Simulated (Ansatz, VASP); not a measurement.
One calculation of Cs2Au, two programs

```
Cs Au
1.0
     0.00000    4.34935    4.34935
     4.34935    0.00000    4.34935
     4.34935    4.34935    0.00000
Cs Au
2 1
Direct
  0.00000 0.00000 0.00000
  0.75000 0.75000 0.75000
  0.25000 0.25000 0.25000
```

Alike in both runs: functional PBE; k mesh 10 × 10 × 10; occupations gaussian, width 0.1 eV; no spin polarisation.

Ansatz relaxed the structure, and its values are those at the end. VASP's run is a single point on that final structure, the one shown.

```csv
,VASP,Ansatz
version,VASP 6.6.1,Ansatz 0.2.0
potentials or method,"VASP PAW PBE potentials, release 64 (Cs_sv, Au), cutoff 520 eV","scalar-relativistic, plane waves, PAW"
valence electrons in the cell,29,37
```

|  | VASP | Ansatz | Ansatz less VASP |
| --- | --- | --- | --- |
| gap on the k mesh at the Fermi level (eV) | none | none | - |
| pressure (GPa) | 0.0 | 0.0 | -0.01 |

A gap of «none» marks a metal or a gap that the smearing closes. VASP's potentials hold 29 valence electrons a cell and Ansatz's 37, so a difference there can come from the potentials and not from the codes.

Spin-orbit coupling is off throughout.
